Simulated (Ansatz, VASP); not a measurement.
## One calculation of MoH3, two programs

```
H Mo
1.0
     2.91668    0.00000    0.00000
     0.00000    2.91668    0.00000
     0.00000    0.00000    2.91668
H Mo
3 1
Direct
  0.50000 0.00000 0.00000
  0.00000 0.50000 0.00000
  0.00000 0.00000 0.50000
  0.50000 0.50000 0.50000
```

Change from the starting cell: species swapped into the AlPt3 type (P4/mbm, No. 127).

Alike in both runs: functional PBE; k mesh 16 × 16 × 16; occupations gaussian, width 0.1 eV; collinear spin.

Ansatz relaxed the structure, and its values are those at the end. VASP's run is a single point on that final structure, the one shown.

|  | VASP | Ansatz |
| --- | --- | --- |
| version | VASP 6.6.1 | Ansatz 0.2.0 |
| potentials or method | VASP PAW PBE potentials, release 64 (H, Mo_sv), cutoff 520 eV | scalar-relativistic, plane waves, PAW |
| valence electrons in the cell | 17 | 17 |

```tsv
	VASP	Ansatz	Ansatz less VASP
gap on the k mesh at the Fermi level (eV)	none	none	-
pressure (GPa)	0.0	0.0	-0.05
net moment per atom (μB)	0.25	0.25	+0.001
size of the moment on the site where the two differ most (μB)	0.91	0.57	-0.341
```

Site moments also hang on the region over which each program counts them. A gap of «none» marks a metal or a gap that the smearing closes. The functional is the same, so the differences come from potentials, cutoffs and numerics.
